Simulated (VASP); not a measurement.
Runs of VASP 6.6.1 on Ir. The structure is that of space group Fm-3m (No. 225), or close to it. The cells are those of the table. 

```csv
cell,gap on the mesh (eV),pressure (GPa)
"a = 2.739, b = 2.715 Å, angles 60.3, 59.4, 60.3°, 1 atom",none,-2.4
"a = 2.722, b = 2.715 Å, angles 60.1, 59.8, 60.1°, 1 atom",none,(a)
"a = 2.688, b = 2.715 Å, angles 59.7, 60.7, 59.7°, 1 atom",none,12.7
"a = 2.701, b = 2.715 Å, angles 59.8, 60.3, 59.8°, 1 atom",none,(b)
"a = 2.742, b = 2.715 Å, angles 60.3, 59.3, 60.3°, 1 atom",none,-3.3
```

Alike in all rows: task single point; level r2SCAN; potentials or basis VASP PAW PBE potentials, release 64 (Ir); no spin polarisation; k mesh 22 × 22 × 22; cutoff (eV) 520; smearing gaussian 0.15 eV.

Problem. Fill in the values left out.

Solution. (a) 2.2; (b) 8.3.

Caveats: the PAW data sets were made with another functional, which shifts forces and pressure a little; spin-orbit coupling is left out, which moves the levels of the heavy elements; the cell stands under pressure (at least some runs); the cell stands under tension (at least some runs).

A k mesh can miss the band edges, and the runs leave out spin-orbit coupling on Ir.

A gap of «none» marks levels without a gap at the run's occupations.
